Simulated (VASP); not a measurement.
# C in VASP: notebook

Runs on C. Level: PBE. Tasks: single point.

Program: VASP 6.6.1. These are calculated values, not measurements. Logs are shortened: lines on timing, memory, paths and dates and some standing lists are left out, and cuts for length are marked.

## 1. The cell of the first run

The cell holds a slab with vacuum, 8 atoms: a = 2.470 Å, b = 2.470 Å, c = 25.219 Å, α = 90.00°, β = 90.00°, γ = 120.00°.

## 2. Single point, PBE

INCAR reads:

```
SYSTEM = C
PREC = Accurate
ENCUT = 520
EDIFF = 1E-6
ISMEAR = -1
SIGMA = 0.05
LREAL = .False.
LASPH = .True.
NELM = 80
ALGO = Normal
ISIF = 2
LWAVE = .False.
LCHARG = .False.
LDIPOL = .True.
IDIPOL = 3
DIPOL = 0.5 0.5 0.500
GGA = PE
NBANDS = 26
```

KPOINTS reads:

```
Automatic mesh
0
Gamma
  12 12 1
  0 0 0
```

POSCAR reads:

```
C
1.0
    2.4699988104      0.0000000000      0.0000000000
   -1.2349994052      2.1390817171      0.0000000000
    0.0000000000      0.0000000000     25.2189500000
C
8
Direct
    0.0000000000      0.0000000000      0.2973954110
    0.6666666667      0.3333333334      0.2987416209
    0.0000000000      0.0000000000      0.4320164004
    0.3333333333      0.6666666666      0.4333626103
    0.0000000000      0.0000000000      0.5666373897
    0.6666666667      0.3333333334      0.5679835996
    0.0000000000      0.0000000000      0.7012583791
    0.3333333333      0.6666666666      0.7026045890
```

Potentials or basis: VASP PAW PBE potentials, release 64 (C).

On the command line:

```
> cat potpaw_PBE.64/C/POTCAR > POTCAR
> mpirun -np 1 vasp_std > vasp.out
```

OUTCAR:

```text
SYSTEM = C
   PREC = Accurate
   ENCUT = 520
   EDIFF = 1E-6
   ISMEAR = -1
   LREAL = .False.
   LASPH = .True.
   NELM = 80
   ISIF = 2
   GGA = PE

 ion  position               nearest neighbor table
   1  0.000  0.000  0.297-   2 1.43   2 1.43   2 1.43
   2  0.667  0.333  0.299-   1 1.43   1 1.43   1 1.43
   3  0.000  0.000  0.432-   4 1.43   4 1.43   4 1.43
   4  0.333  0.667  0.433-   3 1.43   3 1.43   3 1.43
   5  0.000  0.000  0.567-   6 1.43   6 1.43   6 1.43
   6  0.667  0.333  0.568-   5 1.43   5 1.43   5 1.43
   7  0.000  0.000  0.701-   8 1.43   8 1.43   8 1.43
   8  0.333  0.667  0.703-   7 1.43   7 1.43   7 1.43

  LATTYP: Found a hexagonal cell.
 ALAT       =     2.4699988104
 C/A-ratio  =    10.2101061320

  Lattice vectors:

 A1 = (   2.4699988104,   0.0000000000,   0.0000000000)
 A2 = (  -1.2349994052,   2.1390817171,   0.0000000000)
 A3 = (   0.0000000000,   0.0000000000,  25.2189500000)

Analysis of symmetry for initial positions (statically):
=====================================================================
 Subroutine PRICEL returns:
 Original cell was already a primitive cell.

 Routine SETGRP: Setting up the symmetry group for a
 hexagonal supercell.

 Subroutine GETGRP returns: Found  6 space group operations
 (whereof  6 operations were pure point group operations)
 out of a pool of 24 trial point group operations.

The static configuration has the point symmetry C_3v.

Analysis of symmetry for dynamics (positions and initial velocities):
=====================================================================
 Subroutine PRICEL returns:
 Original cell was already a primitive cell.

 Routine SETGRP: Setting up the symmetry group for a
 hexagonal supercell.

 Subroutine GETGRP returns: Found  6 space group operations
 (whereof  6 operations were pure point group operations)
 out of a pool of 24 trial point group operations.

The dynamic configuration has the point symmetry C_3v.

 Subroutine INISYM returns: Found  6 space group operations
 (whereof  6 operations are pure point group operations),
 and found     1 'primitive' translations

----------------------------------------------------------------------------------------

                                     Primitive cell

  volume of cell :     133.2451

  direct lattice vectors                    reciprocal lattice vectors
     2.469998810  0.000000000  0.000000000     0.404858495  0.233745161  0.000000000
    -1.234999405  2.139081717  0.000000000     0.000000000  0.467490322  0.000000000
     0.000000000  0.000000000 25.218950000     0.000000000  0.000000000  0.039652721

  length of vectors
     2.469998810  2.469998810 25.218950000     0.467490322  0.467490322  0.039652721

  position of ions in fractional coordinates (direct lattice)
     0.000000000  0.000000000  0.297395411
     0.666666667  0.333333333  0.298741621
     0.000000000  0.000000000  0.432016400
     0.333333333  0.666666667  0.433362610
     0.000000000  0.000000000  0.566637390
     0.666666667  0.333333333  0.567983600
     0.000000000  0.000000000  0.701258379
     0.333333333  0.666666667  0.702604589

  ion indices of the primitive-cell ions
   primitive index   ion index
                 1           1
                 2           2
                 3           3
                 4           4
                 5           5
                 6           6
                 7           7
                 8           8

----------------------------------------------------------------------------------------

 KPOINTS: Automatic mesh

Automatic generation of k-mesh.
 Grid dimensions read from file:
 generate k-points for:   12   12    1

 Generating k-lattice:

  Cartesian coordinates                     Fractional coordinates (reciprocal lattice)
     0.033738208  0.019478763  0.000000000     0.083333333  0.000000000  0.000000000
     0.000000000  0.038957527  0.000000000     0.000000000  0.083333333  0.000000000
     0.000000000  0.000000000  0.039652721     0.000000000  0.000000000  1.000000000

  Length of vectors
     0.038957527  0.038957527  0.039652721

  Shift w.r.t. Gamma in fractional coordinates (k-lattice)
     0.000000000  0.000000000  0.000000000

 Subroutine IBZKPT returns following result:
 ===========================================

 Found     19 irreducible k-points:

 Following reciprocal coordinates:
            Coordinates               Weight
  0.000000  0.000000  0.000000      1.000000
  0.083333 -0.000000  0.000000      6.000000
  0.166667 -0.000000  0.000000      6.000000
  0.250000 -0.000000  0.000000      6.000000
  0.333333 -0.000000  0.000000      6.000000
  0.416667 -0.000000  0.000000      6.000000
[... 11 lines left out ...]
  0.333333  0.250000  0.000000     12.000000
  0.333333  0.333333  0.000000      2.000000
   k-points           NKPTS =     19   k-points in BZ     NKDIM =     19   number of bands    NBANDS=     26
   number of dos      NEDOS =    301   number of ions     NIONS =      8
   total plane-waves  NPLWV =  62208
   dimension x,y,z NGX =    18 NGY =   18 NGZ =  192
   dimension x,y,z NGXF=    36 NGYF=   36 NGZF=  384
   ions per type =               8
   NGX,Y,Z   is equivalent  to a cutoff of  12.12, 12.12, 12.66 a.u.
   NGXF,Y,Z  is equivalent  to a cutoff of  24.23, 24.23, 25.31 a.u.
 SYSTEM =  C
   PREC   = accura    normal or accurate (medium, high low for compatibility)
   ISTART =      0    job   : 0-new  1-cont  2-samecut
   ICHARG =      2    charge: 1-file 2-atom 10-const
   ISPIN  =      1    spin polarized calculation?
   LNONCOLLINEAR =      F non collinear calculations
   LSORBIT =      F    spin-orbit coupling
   LASPH  =      T    aspherical Exc in radial PAW
   ENCUT  =  520.0 eV  38.22 Ry    6.18 a.u.   4.59  4.59 46.89*2*pi/ulx,y,z
   NELM   =     80;   NELMIN=  2; NELMDL= -5     # of ELM steps
   EDIFF  = 0.1E-05   stopping-criterion for ELM
   LREAL  =      F    real-space projection
   EDIFFG = 0.1E-04   stopping-criterion for IOM
   NSW    =      0    number of steps for IOM
   IBRION =     -1    ionic relax: 0-MD 1-quasi-New 2-CG
   NFREE  =      0    steps in history (QN), initial steepest desc. (CG)
   ISIF   =      2    stress and relaxation
   ISYM   =      2    0-nonsym 1-usesym 2-fastsym
   POTIM  = 0.5000    time-step for ionic-motion
   TEBEG  =    0.0;   TEEND  =   0.0 temperature during run
   PSTRESS=    0.0 pullay stress
   NELECT =      32.0000    total number of electrons
   NUPDOWN=      -1.0000    fix difference up-down
   EMIN   =  10.00;   EMAX   =-10.00  energy-range for DOS
   EFERMI =   0.00;   METHOD = LEGACY
   ISMEAR =    -1;   SIGMA  =   0.05  broadening in eV -4-tet -1-fermi 0-gaus
   EFERMI_NEDOS =   21; number of points for ismear=-14 and -15
   IALGO  =     38    algorithm
   IMIX   =      4    mixing-type and parameters
     AMIX     =   0.40;   BMIX     =  1.00
     AMIX_MAG =   1.60;   BMIX_MAG =  1.00
  volume/ion in A,a.u.               =      16.66       112.40
  Fermi-wavevector in a.u.,A,eV,Ry     =   1.017594  1.922973 14.088794  1.035497
  Thomas-Fermi vector in A             =   2.151004
   LORBIT       =      0    0 simple, 1 ext, 2 COOP (PROOUT), +10 PAW based schemes
   GGA     = PE    functional components
   LHFCALC =     F    Hartree Fock is set to
   AEXX    =    0.0000 exact exchange contribution
   IVDW    =     0    specifies the selected vdW correction
   LEPSILON=     F    determine dielectric tensor
   LRPA    =     F    only Hartree local field effects (RPA)
 non-spin polarized calculation
  energy-cutoff  :      520.00
  volume of cell :      133.25
 maximum number of plane-waves:      3630
   NGX =  9   NGY =  9   NGZ = 93

 dipolmoment           0.000000      0.000000     -0.000233 electrons x Angstroem

 number of electron      31.9999990 magnetization

 dipolmoment           0.000000      0.000000      0.000141 electrons x Angstroem

 Free energy of the ion-electron system (eV)
  ---------------------------------------------------
  ext. energy  EPLUGINS =         0.00000000
  ---------------------------------------------------
  free energy    TOTEN  =       -73.68317845 eV

  energy without entropy =      -73.67907101  energy(sigma->0) =      -73.68112473

 E-fermi :   0.4624     XC(G=0):  -5.8375

 val. band max:        0.4548720876   @ k =   0.3333   0.3333   0.0000
 cond. band min:       0.4683130899   @ k =   0.3333   0.3333   0.0000
 fundamental gap:      0.0134410023
 Fermi energy:         0.4624250509

 k-point     1 :       0.0000    0.0000    0.0000
  band No.  band energies     occupation
      1     -19.1015      2.00000
      2     -19.0388      2.00000
      3     -18.9536      2.00000
      4     -18.8789      2.00000
      5      -7.8071      2.00000
      6      -7.3890      2.00000
[... 18 lines left out ...]
     25       8.7679      0.00000
     26       8.7782      0.00000

 k-point     2 :       0.0833   -0.0000    0.0000
  band No.  band energies     occupation
      1     -18.9367      2.00000
      2     -18.8747      2.00000
      3     -18.7904      2.00000
      4     -18.7164      2.00000
      5      -7.6080      2.00000
      6      -7.1925      2.00000
[... 18 lines left out ...]
     25       8.8368      0.00000
     26       8.8655      0.00000

 k-point     3 :       0.1667   -0.0000    0.0000
  band No.  band energies     occupation
      1     -18.4441      2.00000
      2     -18.3841      2.00000
      3     -18.3024      2.00000
      4     -18.2305      2.00000
      5      -7.0156      2.00000
      6      -6.6082      2.00000
[... 427 lines left out ...]
 k-point    18 :       0.3333    0.2500    0.0000
  band No.  band energies     occupation
      1     -13.3684      2.00000
      2     -13.3327      2.00000
      3     -13.2814      2.00000
      4     -13.2350      2.00000
      5     -11.4850      2.00000
      6     -11.4631      2.00000
[... 18 lines left out ...]
     25      11.7630      0.00000
     26      12.2933      0.00000

 k-point    19 :       0.3333    0.3333    0.0000
  band No.  band energies     occupation
      1     -12.1614      2.00000
      2     -12.1234      2.00000
      3     -12.0984      2.00000
      4     -12.0956      2.00000
      5     -12.0849      2.00000
      6     -12.0843      2.00000
[... 18 lines left out ...]
     25      12.8188      0.00000
     26      13.1819      0.00000

------------------------ aborting loop because EDIFF is reached ----------------------------------------

 vacuum level on the upper side and lower side of the slab       (xc-potential included)        -0.188        -0.194

  FORCE on cell =-STRESS in cart. coord.  units (eV):
  Direction    XX          YY          ZZ          XY          YZ          ZX
  --------------------------------------------------------------------------------------
  -------------------------------------------------------------------------------------
  Total       -0.5487633     -0.5487633      0.8766147      0.0000000      0.0000000     -0.0000000
  in kB       -6.5984892     -6.5984892     10.5406693      0.0000000      0.0000000     -0.0000000
  external PRESSURE =      -0.8854364 kB  Pullay stress =       0.0000000 kB

 VOLUME and BASIS-vectors are now :
 -----------------------------------------------------------------------------
  energy-cutoff  :      520.00
  volume of cell :      133.25
      direct lattice vectors                 reciprocal lattice vectors
     2.469998810  0.000000000  0.000000000     0.404858495  0.233745161  0.000000000
    -1.234999405  2.139081717  0.000000000     0.000000000  0.467490322  0.000000000
     0.000000000  0.000000000 25.218950000     0.000000000  0.000000000  0.039652721

 POSITION                                       TOTAL-FORCE (eV/Angst)
 -----------------------------------------------------------------------------------
      0.00000      0.00000      7.50000        -0.000000      0.000000      0.531337
      1.23500      0.71303      7.53395        -0.000000      0.000000     -0.626797
      0.00000      0.00000     10.89500         0.000000     -0.000000      0.559822
     -0.00000      1.42605     10.92895         0.000000      0.000000     -0.566094
      0.00000      0.00000     14.29000         0.000000     -0.000000      0.574271
      1.23500      0.71303     14.32395        -0.000000      0.000000     -0.568024
      0.00000      0.00000     17.68500        -0.000000     -0.000000      0.604695
     -0.00000      1.42605     17.71895        -0.000000      0.000000     -0.509210
 -----------------------------------------------------------------------------------
    total drift:                                0.000000     -0.000000     -0.000016

  FREE ENERGIE OF THE ION-ELECTRON SYSTEM (eV)
  ---------------------------------------------------
  free  energy   TOTEN  =       -73.6831784454 eV

  energy  without entropy=      -73.6790710120  energy(sigma->0) =      -73.68112473

 vacuum level on the upper side and lower side of the slab         4.620         4.615
```

It took 2.9 min on 1 thread of Intel Xeon 8259CL, shared host; peak memory 0.24 GiB.

Results:

| Quantity | Value |
| --- | --- |
| Free energy | -73.6832 eV |
| Largest force | 0.627 eV/Å |

Forces on the atoms (eV/Å):
```
C    0.000  0.000  0.531
C    0.000  0.000 -0.627
C    0.000  0.000  0.560
C    0.000  0.000 -0.566
C    0.000  0.000  0.574
C    0.000  0.000 -0.568
C    0.000  0.000  0.605
C    0.000  0.000 -0.509
```

## 3. Single point, PBE

INCAR reads:

```
PREC     = Accurate       # precision mode
ENCUT    = 520            # plane-wave cutoff, eV
EDIFF    = 1E-7           # SCF threshold, eV
ISMEAR   = -1             # smearing method
SIGMA    = 0.05           # smearing width, eV
LREAL    = F              # projectors in reciprocal space
LASPH    = T              # aspherical terms in the spheres
NELM     = 100            # most SCF steps
ALGO     = Normal         # electronic algorithm
ISIF     = 2              # what is computed and relaxed
LWAVE    = F              # write WAVECAR
LCHARG   = F              # write CHGCAR
LDIPOL   = T            
IDIPOL   = 3            
DIPOL    = 0.5 0.5 0.500
GGA      = PE             # functional
NBANDS   = 26             # bands
```

KPOINTS reads:

```
Automatic mesh
0
Gamma
  12 12 1
```

POSCAR is that of step 2.

Potentials or basis: VASP PAW PBE potentials, release 64 (C).

On the command line:

```
> cat potpaw_PBE.64/C/POTCAR > POTCAR
> mpirun -np 1 vasp_std > vasp.out
```

OUTCAR:

```text
PREC = Accurate
   ENCUT = 520
   EDIFF = 1E-7
   ISMEAR = -1
   LREAL = F
   LASPH = T
   NELM = 100
   ISIF = 2
   GGA = PE

 ion  position               nearest neighbor table
   1  0.000  0.000  0.297-   2 1.43   2 1.43   2 1.43
   2  0.667  0.333  0.299-   1 1.43   1 1.43   1 1.43
   3  0.000  0.000  0.432-   4 1.43   4 1.43   4 1.43
   4  0.333  0.667  0.433-   3 1.43   3 1.43   3 1.43
   5  0.000  0.000  0.567-   6 1.43   6 1.43   6 1.43
   6  0.667  0.333  0.568-   5 1.43   5 1.43   5 1.43
   7  0.000  0.000  0.701-   8 1.43   8 1.43   8 1.43
   8  0.333  0.667  0.703-   7 1.43   7 1.43   7 1.43

  LATTYP: Found a hexagonal cell.
 ALAT       =     2.4699988104
 C/A-ratio  =    10.2101061320

  Lattice vectors:

 A1 = (   2.4699988104,   0.0000000000,   0.0000000000)
 A2 = (  -1.2349994052,   2.1390817171,   0.0000000000)
 A3 = (   0.0000000000,   0.0000000000,  25.2189500000)

Analysis of symmetry for initial positions (statically):
[... 190 lines left out ...]
  band No.  band energies     occupation
      1     -19.1015      2.00000
      2     -19.0388      2.00000
      3     -18.9536      2.00000
      4     -18.8789      2.00000
      5      -7.8071      2.00000
      6      -7.3890      2.00000
[... 540 lines left out ...]
     25      12.8187      0.00000
     26      13.1817      0.00000

------------------------ aborting loop because EDIFF is reached ----------------------------------------

 vacuum level on the upper side and lower side of the slab       (xc-potential included)        -0.078        -0.083

  FORCE on cell =-STRESS in cart. coord.  units (eV):
  Direction    XX          YY          ZZ          XY          YZ          ZX
  --------------------------------------------------------------------------------------
  -------------------------------------------------------------------------------------
  Total       -0.5487715     -0.5487715      0.8765810      0.0000000      0.0000000     -0.0000000
  in kB       -6.5985877     -6.5985877     10.5402645      0.0000000      0.0000000     -0.0000000
  external PRESSURE =      -0.8856370 kB  Pullay stress =       0.0000000 kB

 VOLUME and BASIS-vectors are now :
 -----------------------------------------------------------------------------
  energy-cutoff  :      520.00
  volume of cell :      133.25
      direct lattice vectors                 reciprocal lattice vectors
     2.469998810  0.000000000  0.000000000     0.404858495  0.233745161  0.000000000
    -1.234999405  2.139081717  0.000000000     0.000000000  0.467490322  0.000000000
     0.000000000  0.000000000 25.218950000     0.000000000  0.000000000  0.039652721

 POSITION                                       TOTAL-FORCE (eV/Angst)
 -----------------------------------------------------------------------------------
      0.00000      0.00000      7.50000        -0.000000      0.000000      0.531348
      1.23500      0.71303      7.53395        -0.000000      0.000000     -0.626788
      0.00000      0.00000     10.89500        -0.000000      0.000000      0.559824
     -0.00000      1.42605     10.92895         0.000000      0.000000     -0.566093
      0.00000      0.00000     14.29000         0.000000     -0.000000      0.574270
      1.23500      0.71303     14.32395         0.000000      0.000000     -0.568027
      0.00000      0.00000     17.68500         0.000000     -0.000000      0.604687
     -0.00000      1.42605     17.71895         0.000000      0.000000     -0.509220
 -----------------------------------------------------------------------------------
    total drift:                                0.000000     -0.000000     -0.000001

  FREE ENERGIE OF THE ION-ELECTRON SYSTEM (eV)
  ---------------------------------------------------
  free  energy   TOTEN  =       -73.6831787442 eV

  energy  without entropy=      -73.6790713054  energy(sigma->0) =      -73.68112502

 vacuum level on the upper side and lower side of the slab         4.703         4.699
```

stdout:

```text
POSCAR found type information on POSCAR C
 POSCAR found :  1 types and       8 ions
 scaLAPACK will be used
 LDA part: xc-table for (Slater+PW92), standard interpolation
 POSCAR, INCAR and KPOINTS ok, starting setup
 FFT: planning ... GRIDC
 FFT: planning ... GRID_SOFT
 FFT: planning ... GRID
 WAVECAR not read
 entering main loop
```

Run time: 94 s. Hardware: 1 thread of Intel Xeon Platinum 8259CL at 2.50GHz (Skylake/Cascade Lake), shared host; peak memory 0.24 GiB.

What came out:

```yaml
Free_energy: -73.6832 eV
Largest_force: 0.627 eV/Å
```

Forces on the atoms (eV/Å):
```
C    0.000  0.000  0.531
C    0.000  0.000 -0.627
C    0.000  0.000  0.560
C    0.000  0.000 -0.566
C    0.000  0.000  0.574
C    0.000  0.000 -0.568
C    0.000  0.000  0.605
C    0.000  0.000 -0.509
```
